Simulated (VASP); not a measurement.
Here is a VASP 6.6.1 calculation.

File INCAR:

```
PREC = Accurate
ENCUT = 520
EDIFF = 1E-6
ISMEAR = -1
SIGMA = 0.1
LREAL = False
LASPH = True
NELM = 60
ALGO = Normal
ISIF = 2
LWAVE = False
LCHARG = True
GGA = PE
LELF = True
LVHAR = True
NBANDS = 13
```

KPOINTS

```
regular mesh
0
Gamma
  14 14 14
```

The input POSCAR:

```
W
1.0
   -1.5921723362      1.5921723362      1.5921723362
    1.5921723362     -1.5921723362      1.5921723362
    1.5921723362      1.5921723362     -1.5921723362
W
1
Direct
    0.0000000000      0.0000000000      0.0000000000
```

Potentials or basis: VASP PAW PBE potentials, release 64 (W_sv).

Run with:

```console
$ cat potpaw_PBE.64/W_sv/POTCAR > POTCAR
$ mpirun -np 1 vasp_std > vasp.out
```

**Question.** Predict the pressure.

**Answer.** 0.5 GPa.

**Question.** Estimate the band gap on the k mesh.

**Answer.** Zero (band 7 reaches 16.21 eV, above the bottom of band 8 at 9.98 eV).

Caveat: spin-orbit coupling is left out, which moves the levels of the heavy elements.
